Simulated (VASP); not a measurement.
A run of VASP 6.6.1 is set up as follows.

File INCAR:

```
SYSTEM = C
PREC = Accurate
ENCUT = 600
EDIFF = 1E-6
ISMEAR = -1
SIGMA = 0.1
LREAL = .FALSE.
LASPH = .TRUE.
NELM = 120
ALGO = Normal
ISIF = 2
LWAVE = .FALSE.
LCHARG = .FALSE.
GGA = RE
NBANDS = 8
GGA_COMPAT = .FALSE.
```

Contents of KPOINTS:

```
Automatic mesh
0
G
  20 20 20
  0 0 0
```

File POSCAR:

```
C
1.0
    1.7514956919      0.0000000000      0.0000000000
    0.0000000000      1.7514956919      0.0000000000
    0.0000000000      0.0000000000      1.7514956919
C
1
Direct
    0.0000000000      0.0000000000      0.0000000000
```

Potentials or basis: VASP PAW PBE potentials, release 64 (C).

The run is started by

```sh
$ cat potpaw_PBE.64/C/POTCAR > POTCAR
$ mpirun -np 1 vasp_std > vasp.out
```

Q: Estimate the band gap on the k mesh.

A: Zero (bands 2 and 3 overlap by 12.34 eV).

Q: Estimate the pressure.

A: 18.2 GPa.

Caveat: the cell stands under pressure; the PAW data sets were made with another functional, which shifts forces and pressure a little.
